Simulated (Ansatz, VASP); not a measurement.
**Two plane-wave programs on In4Sb3As**

```
CELL_PARAMETERS angstrom
4.64135 0.00000 0.00000
0.00000 4.64135 0.00000
0.00000 0.00000 12.89301
ATOMIC_POSITIONS crystal
In 0.50000 0.00000 0.62937
In 0.00000 0.50000 0.88750
In 0.50000 0.00000 0.11250
In 0.00000 0.50000 0.37063
Sb 0.50000 0.50000 0.24169
Sb 0.00000 0.00000 0.50000
Sb 0.50000 0.50000 0.75831
As 0.00000 0.00000 0.00000
```

Alike in both runs: task relaxation of cell and atoms; functional PBE; k mesh 8 × 8 × 4; occupations gaussian, width 0.1 eV; no spin polarisation.

```csv
,VASP,Ansatz
version,VASP 6.6.1,Ansatz 0.2.0
potentials or method,"VASP PAW PBE potentials, release 64 (In_d, Sb, As), cutoff 600 eV","scalar-relativistic, plane waves, PAW"
valence electrons in the cell,72,112
```

|  | VASP | Ansatz | Ansatz less VASP |
| --- | --- | --- | --- |
| gap on the k mesh at the Fermi level, each at its own relaxed structure (eV) | none | none | - |
| relaxed volume (Å³/atom) | 34.71 | 34.71 | +0.002 |
| relaxed length of the cell vector where the two differ most in proportion (Å) | 13.031 | 13.030 | -0.0016 |

A gap of «none» marks a metal or a gap that the smearing closes. VASP's potentials hold 72 valence electrons a cell and Ansatz's 112, so a difference there can come from the potentials and not from the codes.

Neither program's run includes spin-orbit coupling.
